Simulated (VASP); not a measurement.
Here is a VASP 6.6.1 calculation.

File POSCAR:

```
GaN
1.0
    0.0000000000      2.1633605832      2.2535006075
    2.1633605832      0.0000000000      2.2535006075
    2.1633605832      2.1633605832      0.0000000000
Ga N
1 1
Direct
    0.0000000000      0.0000000000      0.0000000000
    0.7500000000      0.7500000000      0.7500000000
```

The input INCAR.step1:

```
  ALGO = Normal
  EDIFF = 1E-4
  ENCUT = 520
  GGA = PE
  ISMEAR = 0
  LASPH = T
  LCHARG = F
  LREAL = F
  LWAVE = T
  NBANDS = 16
  NELM = 100
  PREC = Accurate
  SIGMA = 0.05
```

File INCAR.step2:

```
  ALGO = Normal
  EDIFF = 1E-7
  ENCUT = 520
  ISIF = 2
  ISMEAR = 0
  ISTART = 1
  LASPH = T
  LCHARG = F
  LMIXTAU = T
  LREAL = F
  LWAVE = F
  METAGGA = R2SCAN
  NBANDS = 16
  NELM = 100
  PREC = Accurate
  SIGMA = 0.05
```

Contents of KPOINTS:

```
k-points
0
Gamma
  10 10 10
```

Potentials or basis: VASP PAW PBE potentials, release 64 (Ga_d, N).

Command:

```bash
$ cat potpaw_PBE.64/Ga_d/POTCAR potpaw_PBE.64/N/POTCAR > POTCAR
$ cp INCAR.step1 INCAR
$ mpirun -np 1 vasp_std > vasp.out
$ cp INCAR.step2 INCAR
$ mpirun -np 1 vasp_std > vasp.out
```

Question: Predict the pressure.

Answer: 18.6 GPa.

Question: Predict the band gap on the k mesh.

Answer: 2.59 eV.

Stress tensor (GPa, compression positive):
```
20.42  0.00  0.00
 0.00 20.42  0.00
 0.00  0.00 14.95
```

Caveat: the cell differs from its parent crystal (strain -0.040 along x and y, +0.000 along z); the stress differs along the axes, from 15 to 20 GPa; the PAW data sets were made with another functional, which shifts forces and pressure a little.
